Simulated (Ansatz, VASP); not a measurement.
# CdS: VASP beside Ansatz

Contents of INCAR:

```
SYSTEM = CdS
PREC = Accurate
ENCUT = 520
EDIFF = 1E-6
ISMEAR = 0
SIGMA = 0.01
LREAL = .FALSE.
LASPH = .TRUE.
NELM = 100
ALGO = Normal
ISIF = 2
LWAVE = .FALSE.
LCHARG = .FALSE.
GGA = PS
NBANDS = 16
```

KPOINTS

```
regular mesh
0
G
  3 3 2
  0 0 0
```

The input POSCAR:

```
CdS
1.0
    4.2611700000      0.0000000000      0.0000000000
   -2.1305850000      3.6902810000      0.0000000000
    0.0000000000      0.0000000000      5.8041730000
Cd S
1 1
Direct
    0.0000000000      0.0000000000      0.4426920000
    0.6666666667      0.3333333333      0.4343080000
```

Input for Ansatz:

```yaml
crystal:
  lattice:
    - [4.26117, 0.0, 0.0]
    - [-2.130585, 3.690281, 0.0]
    - [0.0, 0.0, 5.804173]
  atoms:
    - { symbol: Cd, position: [0.0, 0.0, 0.442692] }
    - { symbol: S, position: [0.6666666666666666, 0.3333333333333333, 0.434308] }
kpoints:
  mp_grid:
    grid: [3, 3, 2]
hamiltonian:
  xc: pbesol
  pseudopotentials:
    kind: paw
scf:
  occupations:
    method: fixed
output:
  eigenvalues: true
```

Alike in both runs: task single point; functional PBEsol; k mesh 3 × 3 × 2; no spin polarisation.

|  | VASP | Ansatz |
| --- | --- | --- |
| version | VASP 6.6.1 | Ansatz 0.2.0 |
| potentials or method | VASP PAW PBE potentials, release 64 (Cd, S) | plane waves, PAW |
| plane-wave cutoff (eV) | 520 | 420 |
| occupations | gaussian, width 0.01 eV | fixed |
| valence electrons in the cell | 18 | 26 |

VASP gave:

| Property | Result |
| --- | --- |
| gap on the k mesh at the Fermi level (eV) | 1.38 |

Question: Estimate Ansatz's values.

Answer: gap on the k mesh at the Fermi level (eV): 1.37.

VASP's potentials were made for PBE, not for PBEsol. VASP's potentials hold 18 valence electrons a cell and Ansatz's 26, so a difference there can come from the potentials and not from the codes.

The k mesh is coarse, so the values compare programs but aren't converged.
